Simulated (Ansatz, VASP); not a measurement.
# Si in VASP and in Ansatz

```
CELL_PARAMETERS angstrom
-3.18815 3.18815 1.91671
3.18815 -3.18815 1.91671
3.18815 3.18815 -1.91671
ATOMIC_POSITIONS crystal
Si 0.17873 0.17873 0.35746
Si 0.82127 0.82127 0.64254
Si 0.17873 0.82127 0.00000
Si 0.82127 0.17873 0.00000
```

Alike in both runs: task single point; functional PBEsol; k mesh 12 × 12 × 12; occupations gaussian, width 0.03 eV; no spin polarisation.

|  | VASP | Ansatz |
| --- | --- | --- |
| version | VASP 6.6.1 | Ansatz 0.2.0 |
| potentials or method | VASP PAW PBE potentials, release 64 (Si), cutoff 520 eV | scalar-relativistic, plane waves, PAW |
| valence electrons in the cell | 16 | 16 |

|  | VASP | Ansatz | Ansatz less VASP |
| --- | --- | --- | --- |
| gap on the k mesh at the Fermi level (eV) | none | none | - |
| pressure (GPa) | 8.7 | 8.6 | -0.13 |
| traceless stress, the component that is largest in VASP (GPa) | -5.41 | -5.38 | +0.027 |
| rms of the force components (eV/Å) | 0.457 | 0.454 | -0.0032 |

VASP's potentials were made for PBE, not for PBEsol, and Ansatz warns of the same on its side. Atom by atom the forces differ by 0.003 eV/Å (rms over components). A gap of «none» marks a metal or a gap that the smearing closes. The functional is the same, so the differences come from potentials, cutoffs and numerics.
